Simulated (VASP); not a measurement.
Y: relaxation of cell and atoms with PBE

Y:

```
Y
1.0
     3.40647   -2.25142    0.00000
     3.40647    2.25142    0.00000
     0.00000    0.00000    9.18410
Y
4
Direct
  0.85000 0.15000 0.11700
  0.65000 0.35000 0.61700
  0.15000 0.85000 0.88300
  0.35000 0.65000 0.38300
```

```yaml
Program: VASP 6.6.1
Task: relaxation of cell and atoms
Functional: PBE
Potentials_or_basis: VASP PAW PBE potentials, release 64 (Y_sv)
Cutoff: 600 eV
k_mesh: 4 × 4 × 2
Occupations: gaussian, width 0.1 eV
Spin: no spin polarisation
Dipole_correction: no
Further_INCAR_settings: ALGO = Normal; EDIFF = 1e-07; IBRION = 2; EDIFFG = -0.04; NSW = 90; ISIF = 3
```

- Relaxed volume: 32.51 Å³/atom
- Relaxed cell: a = 3.497 Å, b = 3.497 Å, c = 10.632 Å, α = 90.00°, β = 90.00°, γ = 89.57°
- Space group after relaxing (to 0.1 Å): I4/mmm (No. 139)
- Energy gained by relaxing: 905.0 meV/atom
- Ionic steps: 20
- Pressure after relaxing: 0.0 GPa
- Largest force after relaxing: 0.021 eV/Å
- Band gap on the k mesh: zero (bands 22 and 23 overlap by 0.88 eV)

Forces in eV/Å, atoms in the order of the input:
```
Y    0.000  0.016 -0.014
Y    0.000 -0.016 -0.014
Y    0.000 -0.016  0.014
Y    0.000  0.016  0.014
```

Stress tensor (GPa, compression positive):
```
-0.03  0.00  0.00
 0.00  0.17  0.00
 0.00  0.00 -0.10
```

Step by step:
| step | energy change (eV) | largest force (eV/Å) | pressure (GPa) | volume (Å³) |
| --- | --- | --- | --- | --- |
| 1 | 0.0000 | 3.0357 | -0.23 | 140.87 |
| 2 | -2.4743 | 0.7969 | -1.69 | 138.14 |
| 3 | -3.0278 | 0.8162 | 0.96 | 131.39 |
| 4 | -3.0581 | 0.6241 | 0.37 | 132.86 |
| 5 | -3.0582 | 0.5922 | 0.28 | 133.14 |
| 6 | -3.1558 | 0.5075 | -0.45 | 134.42 |
| 7 | -3.3419 | 0.3441 | -2.03 | 137.99 |
| 8 | -3.3632 | 0.3456 | -2.48 | 139.43 |
| 9 | -3.4125 | 0.3589 | -2.02 | 137.43 |
| 10 | -3.4781 | 0.4121 | -0.81 | 133.00 |
| 11 | -3.4840 | 0.4560 | -0.17 | 130.98 |
| 12 | -3.5069 | 0.4168 | -0.08 | 130.63 |
| 13 | -3.5616 | 0.2950 | 0.20 | 129.57 |
| 14 | -3.5898 | 0.1508 | 0.97 | 127.33 |
| 15 | -3.5937 | 0.1494 | 0.77 | 127.87 |
| 16 | -3.6062 | 0.1263 | -0.10 | 130.53 |
| 17 | -3.6066 | 0.1235 | -0.27 | 131.12 |
| 18 | -3.6126 | 0.1021 | -0.19 | 130.78 |
| 19 | -3.6184 | 0.0489 | 0.04 | 129.96 |
| 20 | -3.6200 | 0.0214 | 0.01 | 130.06 |

Final structure:
```cif
data_structure
_symmetry_space_group_name_H-M 'P 1'
_symmetry_Int_Tables_number 1
_cell_length_a 3.4975
_cell_length_b 3.4975
_cell_length_c 10.6323
_cell_angle_alpha 90.000
_cell_angle_beta 90.000
_cell_angle_gamma 89.574
_cell_volume 130.06
loop_
_atom_site_label
_atom_site_type_symbol
_atom_site_fract_x
_atom_site_fract_y
_atom_site_fract_z
_atom_site_occupancy
Y1 Y 0.75130 0.24870 0.12521 1
Y2 Y 0.74870 0.25130 0.62521 1
Y3 Y 0.24870 0.75130 0.87479 1
Y4 Y 0.25130 0.74870 0.37479 1
```

Levels at points of the mesh, in eV from the Fermi level:
| k point | band 19 | band 20 | band 21 | band 22 | band 23 | band 24 | band 25 | band 26 |
| --- | --- | --- | --- | --- | --- | --- | --- | --- |
| (0.00, 0.00, 0.00) | -3.12 | -1.83 | -0.79 | 0.09 | 0.10 | 1.38 | 1.38 | 1.51 |
| (0.50, 0.00, 0.00) | -1.51 | -1.51 | 0.07 | 0.07 | 0.62 | 0.62 | 0.62 | 0.62 |
| (0.50, 0.50, 0.00) | -0.93 | -0.91 | -0.91 | -0.90 | 0.27 | 0.28 | 0.32 | 0.33 |
| (0.00, 0.00, 0.50) | -2.04 | -2.04 | -0.56 | -0.56 | 0.93 | 0.93 | 1.04 | 1.04 |
| (0.50, 0.00, 0.50) | -1.78 | -1.78 | 0.30 | 0.30 | 0.32 | 0.32 | 1.00 | 1.00 |
| (0.50, 0.50, 0.50) | -1.38 | -1.38 | -0.61 | -0.61 | -0.58 | -0.58 | 1.51 | 1.51 |

It took 38 min on 1 thread of Intel Xeon 8259CL, on a shared host, peak memory 0.37 GiB.

Caveat: the k points lie up to 0.45 Å⁻¹ apart in the final cell, too coarse for converged energies and pressures of a metal; a cell axis changed by over 15 % at a fixed basis, so the end point is rough.
